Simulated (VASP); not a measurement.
# Hf2SeS3 (P-3m1) in VASP: further runs

The runs below take Hf2SeS3 through single point, with PBE.

All numbers are computed with VASP 6.6.1; they aren't measurements. Logs are shortened: lines on timing, memory, paths and dates and some standing lists are left out, and cuts for length are marked.

### 1 The cell of the first run

The structure is trigonal, space group P-3m1 (No. 164). The conventional cell has a = 4.463 Å, b = 4.463 Å, c = 6.821 Å, α = 90.00°, β = 90.00°, γ = 120.00°. Hf (site symmetry 3m) has 7 S at 2.58 to 2.91 Å and 3 Se at 3.30 Å within 3.4 Å. Within 4.3 Å of Se (site symmetry -3m) lie 6 Hf at 3.30 Å and 8 S at 3.35 to 3.41 Å. S (site symmetry -3m) has 6 S at 2.87 Å and 6 Hf at 2.91 Å and 2 Se at 3.41 Å within 3.8 Å. Within 3.4 Å of S (site symmetry 3m) lie 4 Hf at 2.58 to 2.61 Å and 3 S at 2.87 Å and 3 Se at 3.35 Å.

### 2 Single point, PBE

INCAR

```
PREC     = Accurate       # precision mode
ENCUT    = 520            # plane-wave cutoff, eV
EDIFF    = 1E-6           # SCF threshold, eV
ISMEAR   = 0              # smearing method
SIGMA    = 0.1            # smearing width, eV
LREAL    = F              # projectors in reciprocal space
LASPH    = T              # aspherical terms in the spheres
NELM     = 80             # most SCF steps
ALGO     = Normal         # electronic algorithm
ISIF     = 2              # what is computed and relaxed
LWAVE    = F              # write WAVECAR
LCHARG   = F              # write CHGCAR
GGA      = PE             # functional
NBANDS   = 31             # bands
```

KPOINTS

```
Automatic mesh
0
Gamma
  6 6 2
```

POSCAR

```
Hf2SeS3
1.0
    4.4630561991     -0.0000000030      0.0000000000
   -2.2315280970      3.8651200485      0.0000000000
    0.0000000000      0.0000000000      6.8212998343
Hf Se S
2 1 3
Direct
    0.6666666667      0.3333333333      0.6971061054
    0.3333333333      0.6666666667      0.3028938946
    0.0000000000      0.0000000000      0.0000000000
    0.0000000000      0.0000000000      0.5000000000
    0.6666666667      0.3333333333      0.3139291269
    0.3333333333      0.6666666667      0.6860708731
```

Potentials or basis: VASP PAW PBE potentials, release 64 (Hf_pv, Se, S).

On the command line:

```bash
$ cat potpaw_PBE.64/Hf_pv/POTCAR potpaw_PBE.64/Se/POTCAR potpaw_PBE.64/S/POTCAR > POTCAR
$ mpirun -np 1 vasp_std > vasp.out
```

OUTCAR:

```text
PREC = Accurate
   ENCUT = 520
   EDIFF = 1E-6
   ISMEAR = 0
   LREAL = F
   LASPH = T
   NELM = 80
   ISIF = 2
   GGA = PE

 ion  position               nearest neighbor table
   1  0.667  0.333  0.697-   6 2.58   6 2.58   6 2.58   5 2.61   4 2.91   4 2.91   4 2.91   3 3.30
                             3 3.30   3 3.30   2 3.72   2 3.72   2 3.72
   2  0.333  0.667  0.303-   5 2.58   5 2.58   5 2.58   6 2.61   4 2.91   4 2.91   4 2.91   3 3.30
                             3 3.30   3 3.30   1 3.72   1 3.72   1 3.72
   3  0.000  0.000  0.000-   1 3.30   2 3.30   1 3.30   2 3.30   1 3.30   2 3.30
   4  0.000  0.000  0.500-   1 2.91   2 2.91   1 2.91   2 2.91   1 2.91   2 2.91
   5  0.667  0.333  0.314-   2 2.58   2 2.58   2 2.58   1 2.61
   6  0.333  0.667  0.686-   1 2.58   1 2.58   1 2.58   2 2.61

  LATTYP: Found a hexagonal cell.
 ALAT       =     4.4630561991
 C/A-ratio  =     1.5283920995

  Lattice vectors:

 A1 = (   4.4630561991,  -0.0000000030,   0.0000000000)
 A2 = (  -2.2315280970,   3.8651200485,   0.0000000000)
 A3 = (   0.0000000000,   0.0000000000,   6.8212998343)

Analysis of symmetry for initial positions (statically):
=====================================================================
 Subroutine PRICEL returns:
 Original cell was already a primitive cell.

 Routine SETGRP: Setting up the symmetry group for a
 hexagonal supercell.

 Subroutine GETGRP returns: Found 12 space group operations
 (whereof 12 operations were pure point group operations)
 out of a pool of 24 trial point group operations.

The static configuration has the point symmetry D_3d.

Analysis of symmetry for dynamics (positions and initial velocities):
=====================================================================
 Subroutine PRICEL returns:
 Original cell was already a primitive cell.

 Routine SETGRP: Setting up the symmetry group for a
 hexagonal supercell.

 Subroutine GETGRP returns: Found 12 space group operations
 (whereof 12 operations were pure point group operations)
 out of a pool of 24 trial point group operations.

The dynamic configuration has the point symmetry D_3d.

 Subroutine INISYM returns: Found 12 space group operations
 (whereof 12 operations are pure point group operations),
 and found     1 'primitive' translations

----------------------------------------------------------------------------------------

                                     Primitive cell

  volume of cell :     117.6691

  direct lattice vectors                    reciprocal lattice vectors
     4.463056199 -0.000000003  0.000000000     0.224061709  0.129362088  0.000000000
    -2.231528097  3.865120049  0.000000000     0.000000000  0.258724176  0.000000000
     0.000000000  0.000000000  6.821299834     0.000000000  0.000000000  0.146599625

  length of vectors
     4.463056199  4.463056199  6.821299834     0.258724176  0.258724176  0.146599625

  position of ions in fractional coordinates (direct lattice)
     0.666666667  0.333333333  0.697106105
     0.333333333  0.666666667  0.302893895
     0.000000000  0.000000000  0.000000000
     0.000000000  0.000000000  0.500000000
     0.666666667  0.333333333  0.313929127
     0.333333333  0.666666667  0.686070873

  ion indices of the primitive-cell ions
   primitive index   ion index
                 1           1
                 2           2
                 3           3
                 4           4
                 5           5
                 6           6

----------------------------------------------------------------------------------------

 KPOINTS: Automatic mesh

Automatic generation of k-mesh.
 Grid dimensions read from file:
 generate k-points for:    6    6    2

 Generating k-lattice:

  Cartesian coordinates                     Fractional coordinates (reciprocal lattice)
     0.037343618  0.021560348  0.000000000     0.166666667  0.000000000  0.000000000
     0.000000000  0.043120696  0.000000000     0.000000000  0.166666667  0.000000000
     0.000000000  0.000000000  0.073299813     0.000000000  0.000000000  0.500000000

  Length of vectors
     0.043120696  0.043120696  0.073299813

  Shift w.r.t. Gamma in fractional coordinates (k-lattice)
     0.000000000  0.000000000  0.000000000

 Subroutine IBZKPT returns following result:
 ===========================================

 Found     14 irreducible k-points:

 Following reciprocal coordinates:
            Coordinates               Weight
  0.000000  0.000000  0.000000      1.000000
  0.166667  0.000000  0.000000      6.000000
  0.333333  0.000000  0.000000      6.000000
  0.500000  0.000000  0.000000      3.000000
  0.166667  0.166667  0.000000      6.000000
  0.333333  0.166667  0.000000     12.000000
  0.333333  0.333333  0.000000      2.000000
  0.000000  0.000000  0.500000      1.000000
  0.166667  0.000000  0.500000      6.000000
  0.333333  0.000000  0.500000      6.000000
  0.500000  0.000000  0.500000      3.000000
  0.166667  0.166667  0.500000      6.000000
  0.333333  0.166667  0.500000     12.000000
  0.333333  0.333333  0.500000      2.000000
   k-points           NKPTS =     14   k-points in BZ     NKDIM =     14   number of bands    NBANDS=     31
   number of dos      NEDOS =    301   number of ions     NIONS =      6
   total plane-waves  NPLWV =  69984
   dimension x,y,z NGX =    36 NGY =   36 NGZ =   54
   dimension x,y,z NGXF=    72 NGYF=   72 NGZF=  108
   ions per type =               2   1   3
   NGX,Y,Z   is equivalent  to a cutoff of  13.41, 13.41, 13.16 a.u.
   NGXF,Y,Z  is equivalent  to a cutoff of  26.82, 26.82, 26.32 a.u.
 SYSTEM =  unknown system
   PREC   = accura    normal or accurate (medium, high low for compatibility)
   ISTART =      0    job   : 0-new  1-cont  2-samecut
   ICHARG =      2    charge: 1-file 2-atom 10-const
   ISPIN  =      1    spin polarized calculation?
   LNONCOLLINEAR =      F non collinear calculations
   LSORBIT =      F    spin-orbit coupling
   LASPH  =      T    aspherical Exc in radial PAW
   ENCUT  =  520.0 eV  38.22 Ry    6.18 a.u.   8.30  8.30 12.68*2*pi/ulx,y,z
   NELM   =     80;   NELMIN=  2; NELMDL= -5     # of ELM steps
   EDIFF  = 0.1E-05   stopping-criterion for ELM
   LREAL  =      F    real-space projection
   EDIFFG = 0.1E-04   stopping-criterion for IOM
   NSW    =      0    number of steps for IOM
   IBRION =     -1    ionic relax: 0-MD 1-quasi-New 2-CG
   NFREE  =      0    steps in history (QN), initial steepest desc. (CG)
   ISIF   =      2    stress and relaxation
   ISYM   =      2    0-nonsym 1-usesym 2-fastsym
   POTIM  = 0.5000    time-step for ionic-motion
   TEBEG  =    0.0;   TEEND  =   0.0 temperature during run
   PSTRESS=    0.0 pullay stress
   NELECT =      44.0000    total number of electrons
   NUPDOWN=      -1.0000    fix difference up-down
   EMIN   =  10.00;   EMAX   =-10.00  energy-range for DOS
   EFERMI =   0.00;   METHOD = LEGACY
   ISMEAR =     0;   SIGMA  =   0.10  broadening in eV -4-tet -1-fermi 0-gaus
   EFERMI_NEDOS =   21; number of points for ismear=-14 and -15
   IALGO  =     38    algorithm
   IMIX   =      4    mixing-type and parameters
     AMIX     =   0.40;   BMIX     =  1.00
     AMIX_MAG =   1.60;   BMIX_MAG =  1.00
  volume/ion in A,a.u.               =      19.61       132.35
  Fermi-wavevector in a.u.,A,eV,Ry     =   1.179428  2.228796 18.926401  1.391051
  Thomas-Fermi vector in A             =   2.315739
   LORBIT       =      0    0 simple, 1 ext, 2 COOP (PROOUT), +10 PAW based schemes
   GGA     = PE    functional components
   LHFCALC =     F    Hartree Fock is set to
   AEXX    =    0.0000 exact exchange contribution
   IVDW    =     0    specifies the selected vdW correction
   LEPSILON=     F    determine dielectric tensor
   LRPA    =     F    only Hartree local field effects (RPA)
 non-spin polarized calculation
 Gauss-broadening in eV      SIGMA  =   0.10
  energy-cutoff  :      520.00
  volume of cell :      117.67
 maximum number of plane-waves:      3194
 NGX is ok and might be reduce to    36
   NGX = 17   NGY = 17   NGZ = 25

 number of electron      43.9999995 magnetization

 Free energy of the ion-electron system (eV)
  ---------------------------------------------------
  ext. energy  EPLUGINS =         0.00000000
  ---------------------------------------------------
  free energy    TOTEN  =       -41.11761162 eV

  energy without entropy =      -41.11232925  energy(sigma->0) =      -41.11497044

 E-fermi :   6.0175     XC(G=0): -10.6422

 val. band max:        6.0021194707   @ k =   0.5000   0.0000   0.0000
 cond. band min:       6.0824493429   @ k =   0.0000   0.0000   0.5000
 fundamental gap:      0.0803298722
 Fermi energy:         6.0175333467

 k-point     1 :       0.0000    0.0000    0.0000
  band No.  band energies     occupation
      1     -26.1689      2.00000
      2     -26.0974      2.00000
      3     -25.9915      2.00000
      4     -25.9915      2.00000
      5     -25.9681      2.00000
      6     -25.9681      2.00000
[... 23 lines left out ...]
     30       9.1893      0.00000
     31       9.7777      0.00000

 k-point     2 :       0.1667    0.0000    0.0000
  band No.  band energies     occupation
      1     -26.1653      2.00000
      2     -26.1030      2.00000
      3     -25.9955      2.00000
      4     -25.9943      2.00000
      5     -25.9743      2.00000
      6     -25.9680      2.00000
[... 23 lines left out ...]
     30       9.0780      0.00000
     31      10.7009      0.00000

 k-point     3 :       0.3333    0.0000    0.0000
  band No.  band energies     occupation
      1     -26.1560      2.00000
      2     -26.1167      2.00000
      3     -26.0039      2.00000
      4     -25.9996      2.00000
      5     -25.9859      2.00000
      6     -25.9684      2.00000
[... 363 lines left out ...]
     30       9.4976      0.00000
     31       9.6867      0.00000

 k-point    14 :       0.3333    0.3333    0.5000
  band No.  band energies     occupation
      1     -26.1381      2.00000
      2     -26.1381      2.00000
      3     -26.0139      2.00000
      4     -25.9937      2.00000
      5     -25.9937      2.00000
      6     -25.9752      2.00000
[... 23 lines left out ...]
     30       9.7320      0.00000
     31       9.8001      0.00000

------------------------ aborting loop because EDIFF is reached ----------------------------------------

  FORCE on cell =-STRESS in cart. coord.  units (eV):
  Direction    XX          YY          ZZ          XY          YZ          ZX
  --------------------------------------------------------------------------------------
  -------------------------------------------------------------------------------------
  Total       -0.5911699     -0.5911699     -0.4345494      0.0000000      0.0000000     -0.0000000
  in kB       -8.0493430     -8.0493430     -5.9168044      0.0000000      0.0000000     -0.0000000
  external PRESSURE =      -7.3384968 kB  Pullay stress =       0.0000000 kB

 VOLUME and BASIS-vectors are now :
 -----------------------------------------------------------------------------
  energy-cutoff  :      520.00
  volume of cell :      117.67
      direct lattice vectors                 reciprocal lattice vectors
     4.463056199 -0.000000003  0.000000000     0.224061709  0.129362088  0.000000000
    -2.231528097  3.865120049  0.000000000     0.000000000  0.258724176  0.000000000
     0.000000000  0.000000000  6.821299834     0.000000000  0.000000000  0.146599625

 POSITION                                       TOTAL-FORCE (eV/Angst)
 -----------------------------------------------------------------------------------
      2.23153      1.28837      4.75517        -0.000000      0.000000     -0.078607
      0.00000      2.57675      2.06613        -0.000000     -0.000000      0.078607
      0.00000      0.00000      0.00000        -0.000000     -0.000000     -0.000000
      0.00000      0.00000      3.41065        -0.000000     -0.000000     -0.000000
      2.23153      1.28837      2.14140        -0.000000      0.000000      0.036394
      0.00000      2.57675      4.67990         0.000000     -0.000000     -0.036394
 -----------------------------------------------------------------------------------
    total drift:                                0.000000      0.000000     -0.000000

  FREE ENERGIE OF THE ION-ELECTRON SYSTEM (eV)
  ---------------------------------------------------
  free  energy   TOTEN  =       -41.1176116247 eV

  energy  without entropy=      -41.1123292528  energy(sigma->0) =      -41.11497044
```

Run time: 28 s. Hardware: 1 thread of AMD EPYC 9R45 (Zen 5), shared host; peak memory 0.23 GiB.

Results:

```
Free energy            : -41.1176 eV
Pressure               : -0.7 GPa
Largest force          : 0.079 eV/Å
Band gap on the k mesh : zero (band 22 reaches 6.00 eV, above the bottom of band 23 at 5.77 eV)
```

Forces on the atoms (eV/Å):
```
Hf   0.000  0.000 -0.079
Hf   0.000  0.000  0.079
Se   0.000  0.000  0.000
S    0.000  0.000  0.000
S    0.000  0.000  0.036
S    0.000  0.000 -0.036
```

Stress tensor (GPa, compression positive):
```
-0.80  0.00  0.00
 0.00 -0.80  0.00
 0.00  0.00 -0.59
```

Caveat: the k points lie up to 0.46 Å⁻¹ apart; spin-orbit coupling is left out, which moves the levels of the heavy elements.

### 3 Single point, PBE

This run uses another cell than the first one, of 21.33 Å³/atom, 1.088 times its volume.

INCAR

```
  PREC = Accurate
  ENCUT = 520
  EDIFF = 1E-6
  ISMEAR = 0
  SIGMA = 0.1
  LREAL = False
  LASPH = True
  NELM = 100
  ALGO = Normal
  ISIF = 2
  LWAVE = False
  LCHARG = False
  GGA = PE
  NBANDS = 31
```

KPOINTS is that of step 2.

POSCAR

```
Hf2SeS3
1.0
    4.3375878900      0.0000000000      0.0000000000
   -2.1687939400      3.7564613000      0.0000000000
    0.0000000000      0.0000000000      7.8545186100
Hf Se S
2 1 3
Direct
    0.6666666700      0.3333333300      0.6786552700
    0.3333333300      0.6666666700      0.3213447300
    0.0000000000      0.0000000000      0.0000000000
    0.0000000000      0.0000000000      0.5000000000
    0.6666666700      0.3333333300      0.3572515000
    0.3333333300      0.6666666700      0.6427485000
```

Potentials or basis: VASP PAW PBE potentials, release 64 (Hf_pv, Se, S).

On the command line:

```bash
$ cat potpaw_PBE.64/Hf_pv/POTCAR potpaw_PBE.64/Se/POTCAR potpaw_PBE.64/S/POTCAR > POTCAR
$ mpirun -np 1 vasp_std > vasp.out
```

Run time: 26 s. Hardware: 1 thread of AMD EPYC 9R45 (Zen 5), shared host; peak memory 0.22 GiB.

It converged, with:

```yaml
Free_energy: -39.8836 eV
Pressure: 2.4 GPa
Largest_force: 1.611 eV/Å
Band_gap_on_the_k_mesh: zero (band 22 reaches 5.07 eV, above the bottom of band 23 at 4.83 eV)
```

Forces on the atoms (eV/Å):
```
Hf   0.000  0.000  1.060
Hf   0.000  0.000 -1.060
Se   0.000  0.000  0.000
S    0.000  0.000  0.000
S    0.000  0.000 -1.611
S    0.000  0.000  1.611
```

Stress tensor (GPa, compression positive):
```
 7.10  0.00  0.00
 0.00  7.10  0.00
 0.00  0.00 -6.95
```

Levels at points of the mesh, in eV from the Fermi level:
| k point | band 20 | band 21 | band 22 | band 23 | band 24 | band 25 |
| --- | --- | --- | --- | --- | --- | --- |
| (0.00, 0.00, 0.00) | -0.60 | -0.13 | -0.13 | -0.08 | -0.08 | 1.41 |
| (0.50, 0.00, 0.00) | -1.27 | -0.96 | 0.16 | 0.55 | 1.59 | 1.59 |
| (0.00, 0.00, 0.50) | -1.51 | -0.13 | -0.13 | -0.08 | -0.08 | 2.34 |
| (0.50, 0.00, 0.50) | -1.36 | -0.78 | 0.00 | 0.96 | 1.25 | 1.60 |

Caveat: the k points lie up to 0.40 Å⁻¹ apart; spin-orbit coupling is left out, which moves the levels of the heavy elements; forces of over 1 eV/Å act on the atoms, so gaps and moduli don't describe the material at rest.

### 4 Single point, PBE

INCAR

```
SYSTEM = Hf2SeS3
ALGO = Normal
EDIFF = 1E-6
ENCUT = 520
GGA = PE
ISIF = 2
ISMEAR = 0
LASPH = .True.
LCHARG = .True.
LELF = .True.
LREAL = .False.
LVHAR = .True.
LWAVE = .False.
NBANDS = 31
NELM = 60
PREC = Accurate
SIGMA = 0.1
```

KPOINTS

```
k-points
0
Gamma
  6 6 4
  0 0 0
```

POSCAR

```
Hf2SeS3
1.0
    4.4803129199      0.0000000000      0.0000000000
   -2.2401564600      3.8800648055      0.0000000000
    0.0000000000      0.0000000000      6.7664438585
Hf Se S
2 1 3
Direct
    0.6666666667      0.3333333333      0.6901196890
    0.3333333333      0.6666666667      0.3098803110
    0.0000000000      0.0000000000      0.0000000000
    0.0000000000      0.0000000000      0.5000000000
    0.6666666667      0.3333333333      0.3084422214
    0.3333333333      0.6666666667      0.6915577786
```

On the command line:

```bash
$ cat potpaw_PBE.64/Hf_pv/POTCAR potpaw_PBE.64/Se/POTCAR potpaw_PBE.64/S/POTCAR > POTCAR
$ mpirun -np 1 vasp_std > vasp.out
```

Wall time 47 s (1 thread of AMD EPYC 9R45 (Zen 5), shared host); peak memory 0.25 GiB.

It converged, with:

```
Free energy            : -41.2481 eV
Pressure               : -0.9 GPa
Largest force          : 0.103 eV/Å
Band gap on the k mesh : zero (band 22 reaches 5.99 eV, above the bottom of band 23 at 5.75 eV)
```

Forces on the atoms (eV/Å):
```
Hf   0.000  0.000 -0.103
Hf   0.000  0.000  0.103
Se   0.000  0.000  0.000
S    0.000  0.000  0.000
S    0.000  0.000  0.070
S    0.000  0.000 -0.070
```

Stress tensor (GPa, compression positive):
```
-1.05  0.00  0.00
 0.00 -1.05  0.00
 0.00  0.00 -0.71
```

Levels at points of the mesh, in eV from the Fermi level:
```
           k point  band 18  band 19  band 20  band 21  band 22  band 23  band 24  band 25  band 26  band 27
(0.00, 0.00, 0.00)    -1.94    -1.94    -0.98    -0.98    -0.20    -0.20     0.25     0.47     2.90     2.90
(0.50, 0.00, 0.00)    -2.92    -1.91    -1.79    -0.70    -0.04     0.98     1.33     1.51     2.15     2.25
(0.00, 0.00, 0.50)    -1.53    -1.46    -1.46    -1.31    -1.31     0.12     0.12     1.62     1.62     2.32
(0.50, 0.00, 0.50)    -2.26    -2.22    -1.63    -1.13    -0.48     0.48     1.80     1.83     1.87     2.68
```

Caveat: spin-orbit coupling is left out, which moves the levels of the heavy elements.

### 5 The runs side by side

| cell | k mesh | gap on the mesh (eV) | pressure (GPa) | largest force (eV/Å) |
| --- | --- | --- | --- | --- |
| a = 4.463, b = 4.463, c = 6.821 Å, angles 90.0, 90.0, 120.0°, 6 atoms | 6 × 6 × 2 | none | -0.7 | 0.08 |
| a = 4.338, b = 4.338, c = 7.855 Å, angles 90.0, 90.0, 120.0°, 6 atoms | 6 × 6 × 2 | none | 2.4 | 1.61 |
| a = 4.480, b = 4.480, c = 6.766 Å, angles 90.0, 90.0, 120.0°, 6 atoms | 6 × 6 × 4 | none | -0.9 | 0.10 |

Alike in all rows: task single point; level PBE; potentials or basis VASP PAW PBE potentials, release 64 (Hf_pv, Se, S); no spin polarisation; cutoff (eV) 520; smearing gaussian 0.1 eV.

Caveats: some runs use coarse meshes; spin-orbit coupling is left out, which moves the levels of the heavy elements; forces of over 1 eV/Å act on the atoms, so gaps and moduli don't describe the material at rest (some runs).

Total energies depend on the potentials used, so only differences within one code and one set of settings carry meaning.
